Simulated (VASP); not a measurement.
A run of VASP 6.6.1:

The input POSCAR:

```
ZnCu
1.0
    2.8885888139      0.0000000000      0.0000000000
    0.0000000000      2.8885888139      0.0000000000
    0.0000000000      0.0000000000      2.8885888139
Cu Zn
1 1
Direct
    0.0000000000      0.0000000000      0.0000000000
    0.5000000000      0.5000000000      0.5000000000
```

The input INCAR.step1:

```
SYSTEM = ZnCu
PREC     = Accurate       ! precision mode
ENCUT    = 520            ! plane-wave cutoff, eV
EDIFF    = 1E-5           ! SCF threshold, eV
ISMEAR   = -1             ! smearing method
SIGMA    = 0.1            ! smearing width, eV
LREAL    = .FALSE.        ! projectors in reciprocal space
LASPH    = .TRUE.         ! aspherical terms in the spheres
NELM     = 80             ! most SCF steps
ALGO     = Normal         ! electronic algorithm
ISIF     = 2              ! what is computed and relaxed
LWAVE    = .TRUE.         ! write WAVECAR
LCHARG   = .FALSE.        ! write CHGCAR
NBANDS   = 18             ! bands
GGA      = PE             ! functional
```

INCAR.step2

```
SYSTEM = ZnCu
PREC     = Accurate       ! precision mode
ENCUT    = 520            ! plane-wave cutoff, eV
EDIFF    = 1E-7           ! SCF threshold, eV
ISMEAR   = -1             ! smearing method
SIGMA    = 0.1            ! smearing width, eV
LREAL    = .FALSE.        ! projectors in reciprocal space
LASPH    = .TRUE.         ! aspherical terms in the spheres
NELM     = 80             ! most SCF steps
ALGO     = Normal         ! electronic algorithm
ISIF     = 2              ! what is computed and relaxed
LWAVE    = .FALSE.        ! write WAVECAR
LCHARG   = .FALSE.        ! write CHGCAR
GGA      = PE             ! functional
LHFCALC  = .TRUE.         ! exact exchange
HFSCREEN = 0.2079         ! screening, 1/A
PRECFOCK = Normal       
NBANDS   = 18             ! bands
ISTART   = 1
```

The input KPOINTS:

```
Automatic mesh
0
G
  4 4 4
  0 0 0
```

Potentials or basis: VASP PAW PBE potentials, release 64 (Cu, Zn).

Launch:

```sh
$ cat potpaw_PBE.64/Cu/POTCAR potpaw_PBE.64/Zn/POTCAR > POTCAR
$ cp INCAR.step1 INCAR
$ mpirun -np 1 vasp_std > vasp.out
$ cp INCAR.step2 INCAR
$ mpirun -np 1 vasp_std > vasp.out
```

Hardware: 1 thread of AMD EPYC 7R13 (shared host).

How long does it take, and how much memory?

Run time: 13 min on 1 thread of AMD EPYC 7R13, with other jobs on the host, peak memory 0.22 GiB. Counts: k points 10.
